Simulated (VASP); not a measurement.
# CaW2 (P6/mmm) in VASP: single point with PBE

Aim: the single point of CaW2 with PBE.

All numbers are computed with VASP 6.6.1; they aren't measurements. Logs are shortened: lines on timing, memory, paths and dates and some standing lists are left out, and cuts for length are marked.

### 1 The cell of the first run

Symmetry: P6/mmm, No. 191, hexagonal system. The conventional cell has a = 5.185 Å, b = 5.185 Å, c = 3.179 Å, α = 90.00°, β = 90.00°, γ = 120.00°. Ca (site symmetry 6/mmm) has 2 Ca at 3.18 Å and 12 W at 3.39 Å within 4.2 Å. W (site symmetry -6m2) has 5 W at 2.99 to 3.18 Å and 6 Ca at 3.39 Å within 3.9 Å.

### 2 Single point, PBE

The input, INCAR:

```
SYSTEM = CaW2
PREC = Accurate
ENCUT = 520
EDIFF = 1E-6
ISMEAR = 0
SIGMA = 0.1
LREAL = .FALSE.
LASPH = .TRUE.
NELM = 100
ALGO = Normal
ISIF = 2
LWAVE = .FALSE.
LCHARG = .TRUE.
GGA = PE
LELF = .TRUE.
LVHAR = .TRUE.
NBANDS = 26
```

The input, KPOINTS:

```
regular mesh
0
G
  6 6 6
  0 0 0
```

The input, POSCAR:

```
CaW2
1.0
    5.1853158800      0.0000000000      0.0000000000
   -2.5926579400      4.4906152800      0.0000000000
    0.0000000000      0.0000000000      3.1785986300
Ca W
1 2
Direct
    0.0000000000      0.0000000000      0.0000000000
    0.3333333300      0.6666666700      0.5000000000
    0.6666666700      0.3333333300      0.5000000000
```

Potentials or basis: VASP PAW PBE potentials, release 64 (Ca_sv, W_sv).

Run with:

```console
> cat potpaw_PBE.64/Ca_sv/POTCAR potpaw_PBE.64/W_sv/POTCAR > POTCAR
> mpirun -np 1 vasp_std > vasp.out
```

OUTCAR:

```text
SYSTEM = CaW2
   PREC = Accurate
   ENCUT = 520
   EDIFF = 1E-6
   ISMEAR = 0
   LREAL = .FALSE.
   LASPH = .TRUE.
   NELM = 100
   ISIF = 2
   GGA = PE

 ion  position               nearest neighbor table
   1  0.000  0.000  0.000-
   2  0.333  0.667  0.500-   3 2.99   3 2.99   3 2.99
   3  0.667  0.333  0.500-   2 2.99   2 2.99   2 2.99

  LATTYP: Found a hexagonal cell.
 ALAT       =     5.1853158800
 C/A-ratio  =     0.6129999991

  Lattice vectors:

 A1 = (   5.1853158800,   0.0000000000,   0.0000000000)
 A2 = (  -2.5926579400,   4.4906152800,   0.0000000000)
 A3 = (   0.0000000000,   0.0000000000,   3.1785986300)

Analysis of symmetry for initial positions (statically):
=====================================================================
 Subroutine PRICEL returns:
 Original cell was already a primitive cell.

 Routine SETGRP: Setting up the symmetry group for a
 hexagonal supercell.

 Subroutine GETGRP returns: Found 24 space group operations
 (whereof 24 operations were pure point group operations)
 out of a pool of 24 trial point group operations.

The static configuration has the point symmetry D_6h.

Analysis of symmetry for dynamics (positions and initial velocities):
=====================================================================
 Subroutine PRICEL returns:
 Original cell was already a primitive cell.

 Routine SETGRP: Setting up the symmetry group for a
 hexagonal supercell.

 Subroutine GETGRP returns: Found 24 space group operations
 (whereof 24 operations were pure point group operations)
 out of a pool of 24 trial point group operations.

The dynamic configuration has the point symmetry D_6h.

 Subroutine INISYM returns: Found 24 space group operations
 (whereof 24 operations are pure point group operations),
 and found     1 'primitive' translations

----------------------------------------------------------------------------------------

                                     Primitive cell

  volume of cell :      74.0145

  direct lattice vectors                    reciprocal lattice vectors
     5.185315880  0.000000000  0.000000000     0.192852282  0.111343317  0.000000000
    -2.592657940  4.490615280  0.000000000     0.000000000  0.222686634  0.000000000
     0.000000000  0.000000000  3.178598630     0.000000000  0.000000000  0.314604049

  length of vectors
     5.185315880  5.185315881  3.178598630     0.222686634  0.222686634  0.314604049

  position of ions in fractional coordinates (direct lattice)
     0.000000000  0.000000000  0.000000000
     0.333333330  0.666666670  0.500000000
     0.666666670  0.333333330  0.500000000

  ion indices of the primitive-cell ions
   primitive index   ion index
                 1           1
                 2           2
                 3           3

----------------------------------------------------------------------------------------

 KPOINTS: regular mesh

Automatic generation of k-mesh.
 Grid dimensions read from file:
 generate k-points for:    6    6    6

 Generating k-lattice:

  Cartesian coordinates                     Fractional coordinates (reciprocal lattice)
     0.032142047  0.018557219  0.000000000     0.166666667  0.000000000  0.000000000
     0.000000000  0.037114439  0.000000000     0.000000000  0.166666667  0.000000000
     0.000000000  0.000000000  0.052434008     0.000000000  0.000000000  0.166666667

  Length of vectors
     0.037114439  0.037114439  0.052434008

  Shift w.r.t. Gamma in fractional coordinates (k-lattice)
     0.000000000  0.000000000  0.000000000

 Subroutine IBZKPT returns following result:
 ===========================================

 Found     28 irreducible k-points:

 Following reciprocal coordinates:
            Coordinates               Weight
  0.000000  0.000000  0.000000      1.000000
  0.166667  0.000000  0.000000      6.000000
  0.333333  0.000000  0.000000      6.000000
  0.500000  0.000000  0.000000      3.000000
  0.166667  0.166667  0.000000      6.000000
  0.333333  0.166667  0.000000     12.000000
[... 16 lines left out ...]
  0.166667  0.000000  0.500000      6.000000
  0.333333  0.000000  0.500000      6.000000
 [... further k-points ...]
   k-points           NKPTS =     28   k-points in BZ     NKDIM =     28   number of bands    NBANDS=     26
   number of dos      NEDOS =    301   number of ions     NIONS =      3
   total plane-waves  NPLWV =  38400
   dimension x,y,z NGX =    40 NGY =   40 NGZ =   24
   dimension x,y,z NGXF=    80 NGYF=   80 NGZF=   48
   ions per type =               1   2
   NGX,Y,Z   is equivalent  to a cutoff of  12.82, 12.82, 12.55 a.u.
   NGXF,Y,Z  is equivalent  to a cutoff of  25.65, 25.65, 25.10 a.u.
 SYSTEM =  CaW2
   PREC   = accura    normal or accurate (medium, high low for compatibility)
   ISTART =      0    job   : 0-new  1-cont  2-samecut
   ICHARG =      2    charge: 1-file 2-atom 10-const
   ISPIN  =      1    spin polarized calculation?
   LNONCOLLINEAR =      F non collinear calculations
   LSORBIT =      F    spin-orbit coupling
   LASPH  =      T    aspherical Exc in radial PAW
   ENCUT  =  520.0 eV  38.22 Ry    6.18 a.u.   9.64  9.64  5.91*2*pi/ulx,y,z
   NELM   =    100;   NELMIN=  2; NELMDL= -5     # of ELM steps
   EDIFF  = 0.1E-05   stopping-criterion for ELM
   LREAL  =      F    real-space projection
   EDIFFG = 0.1E-04   stopping-criterion for IOM
   NSW    =      0    number of steps for IOM
   IBRION =     -1    ionic relax: 0-MD 1-quasi-New 2-CG
   NFREE  =      0    steps in history (QN), initial steepest desc. (CG)
   ISIF   =      2    stress and relaxation
   ISYM   =      2    0-nonsym 1-usesym 2-fastsym
   POTIM  = 0.5000    time-step for ionic-motion
   TEBEG  =    0.0;   TEEND  =   0.0 temperature during run
   PSTRESS=    0.0 pullay stress
   NELECT =      38.0000    total number of electrons
   NUPDOWN=      -1.0000    fix difference up-down
   EMIN   =  10.00;   EMAX   =-10.00  energy-range for DOS
   EFERMI =   0.00;   METHOD = LEGACY
   ISMEAR =     0;   SIGMA  =   0.10  broadening in eV -4-tet -1-fermi 0-gaus
   EFERMI_NEDOS =   21; number of points for ismear=-14 and -15
   IALGO  =     38    algorithm
   IMIX   =      4    mixing-type and parameters
     AMIX     =   0.40;   BMIX     =  1.00
     AMIX_MAG =   1.60;   BMIX_MAG =  1.00
  volume/ion in A,a.u.               =      24.67       166.49
  Fermi-wavevector in a.u.,A,eV,Ry     =   1.310883  2.477209 23.380428  1.718413
  Thomas-Fermi vector in A             =   2.441382
   LORBIT       =      0    0 simple, 1 ext, 2 COOP (PROOUT), +10 PAW based schemes
   GGA     = PE    functional components
   LHFCALC =     F    Hartree Fock is set to
   AEXX    =    0.0000 exact exchange contribution
   IVDW    =     0    specifies the selected vdW correction
   LEPSILON=     F    determine dielectric tensor
   LRPA    =     F    only Hartree local field effects (RPA)
 non-spin polarized calculation
 Gauss-broadening in eV      SIGMA  =   0.10
  energy-cutoff  :      520.00
  volume of cell :       74.01
 maximum number of plane-waves:      2028
 NGX is ok and might be reduce to    40
   NGX = 19   NGY = 19   NGZ = 11

 number of electron      37.9999994 magnetization

 Free energy of the ion-electron system (eV)
  ---------------------------------------------------
  ext. energy  EPLUGINS =         0.00000000
  ---------------------------------------------------
  free energy    TOTEN  =       -23.53471398 eV

  energy without entropy =      -23.50820892  energy(sigma->0) =      -23.52146145

 E-fermi :   5.3511     XC(G=0): -10.6737

 val. band max:        5.3488161038   @ k =   0.1667   0.0000   0.5000
 cond. band min:       5.3687881598   @ k =   0.1667   0.1667   0.1667
 fundamental gap:      0.0199720560
 Fermi energy:         5.3510916262

 k-point     1 :       0.0000    0.0000    0.0000
  band No.  band energies     occupation
      1     -69.0280      2.00000
      2     -69.0018      2.00000
      3     -34.9311      2.00000
      4     -33.1672      2.00000
      5     -33.1557      2.00000
      6     -33.1557      2.00000
[... 18 lines left out ...]
     25       7.2848      0.00000
     26       7.6476      0.00000

 k-point     2 :       0.1667    0.0000    0.0000
  band No.  band energies     occupation
      1     -69.0264      2.00000
      2     -69.0033      2.00000
      3     -34.9316      2.00000
      4     -33.1645      2.00000
      5     -33.1604      2.00000
      6     -33.1438      2.00000
[... 18 lines left out ...]
     25       7.3070      0.00000
     26       7.8068      0.00000

 k-point     3 :       0.3333    0.0000    0.0000
  band No.  band energies     occupation
      1     -69.0224      2.00000
      2     -69.0073      2.00000
      3     -34.9325      2.00000
      4     -33.1695      2.00000
      5     -33.1574      2.00000
      6     -33.1305      2.00000
[... 18 lines left out ...]
     25       7.4841      0.00000
     26       7.9532      0.00000

 k-point     4 :       0.5000    0.0000    0.0000
  band No.  band energies     occupation
      1     -69.0192      2.00000
      2     -69.0105      2.00000
      3     -34.9330      2.00000
      4     -33.1738      2.00000
      5     -33.1517      2.00000
      6     -33.1362      2.00000
[... 18 lines left out ...]
     25       7.6666      0.00000
     26       7.9597      0.00000

 k-point     5 :       0.1667    0.1667    0.0000
  band No.  band energies     occupation
      1     -69.0236      2.00000
      2     -69.0061      2.00000
      3     -34.9323      2.00000
      4     -33.1681      2.00000
      5     -33.1595      2.00000
      6     -33.1284      2.00000
[... 18 lines left out ...]
     25       7.4484      0.00000
     26       7.9308      0.00000

 k-point     6 :       0.3333    0.1667    0.0000
  band No.  band energies     occupation
      1     -69.0192      2.00000
      2     -69.0105      2.00000
      3     -34.9330      2.00000
      4     -33.1757      2.00000
      5     -33.1517      2.00000
      6     -33.1362      2.00000
[... 427 lines left out ...]
 k-point    21 :       0.3333    0.3333    0.3333
  band No.  band energies     occupation
      1     -69.0091      2.00000
      2     -69.0091      2.00000
      3     -34.8860      2.00000
      4     -33.2867      2.00000
      5     -33.2867      2.00000
      6     -33.1663      2.00000
[... 18 lines left out ...]
     25       8.1835      0.00000
     26       9.7032      0.00000

 k-point    22 :       0.0000    0.0000    0.5000
  band No.  band energies     occupation
      1     -69.0203      2.00000
      2     -68.9942      2.00000
      3     -34.8718      2.00000
      4     -33.3600      2.00000
      5     -33.3048      2.00000
      6     -33.1356      2.00000
[... 18 lines left out ...]
     25      10.1961      0.00000
     26      10.1964      0.00000

 k-point    23 :       0.1667    0.0000    0.5000
  band No.  band energies     occupation
      1     -69.0187      2.00000
      2     -68.9958      2.00000
      3     -34.8714      2.00000
      4     -33.3571      2.00000
      5     -33.3082      2.00000
      6     -33.1402      2.00000
[... 18 lines left out ...]
     25       9.5282      0.00000
     26       9.5323      0.00000

 k-point    24 :       0.3333    0.0000    0.5000
  band No.  band energies     occupation
      1     -69.0147      2.00000
      2     -68.9997      2.00000
      3     -34.8706      2.00000
      4     -33.3494      2.00000
      5     -33.3169      2.00000
      6     -33.1489      2.00000
[... 18 lines left out ...]
     25       8.7210      0.00000
     26       8.8942      0.00000

 [... further k-points ...]

------------------------ aborting loop because EDIFF is reached ----------------------------------------

  FORCE on cell =-STRESS in cart. coord.  units (eV):
  Direction    XX          YY          ZZ          XY          YZ          ZX
  --------------------------------------------------------------------------------------
  -------------------------------------------------------------------------------------
  Total       -9.1048137     -9.1048137     -8.4452257      0.0000000     -0.0000000      0.0000000
  in kB     -197.0901356   -197.0901357   -182.8121606      0.0000000     -0.0000000      0.0000000
  external PRESSURE =    -192.3308106 kB  Pullay stress =       0.0000000 kB

 VOLUME and BASIS-vectors are now :
 -----------------------------------------------------------------------------
  energy-cutoff  :      520.00
  volume of cell :       74.01
      direct lattice vectors                 reciprocal lattice vectors
     5.185315880  0.000000000  0.000000000     0.192852282  0.111343317  0.000000000
    -2.592657940  4.490615280  0.000000000     0.000000000  0.222686634  0.000000000
     0.000000000  0.000000000  3.178598630     0.000000000  0.000000000  0.314604049

 POSITION                                       TOTAL-FORCE (eV/Angst)
 -----------------------------------------------------------------------------------
      0.00000      0.00000      0.00000        -0.000000      0.000000      0.000000
     -0.00000      2.99374      1.58930         0.000000     -0.000000      0.000000
      2.59266      1.49687      1.58930        -0.000000      0.000000     -0.000000
 -----------------------------------------------------------------------------------
    total drift:                                0.000000     -0.000000      0.000000

  FREE ENERGIE OF THE ION-ELECTRON SYSTEM (eV)
  ---------------------------------------------------
  free  energy   TOTEN  =       -23.5347139809 eV

  energy  without entropy=      -23.5082089176  energy(sigma->0) =      -23.52146145
```

Wall time 61 s (1 thread of Intel Xeon 8259CL, shared host); peak memory 0.21 GiB.

What came out:

| Property | Result |
| --- | --- |
| Free energy | -23.5347 eV |
| Pressure | -19.2 GPa |
| Band gap on the k mesh | zero (bands 19 and 20 overlap by 0.47 eV) |

Caveat: the cell stands under tension; spin-orbit coupling is left out, which moves the levels of the heavy elements.
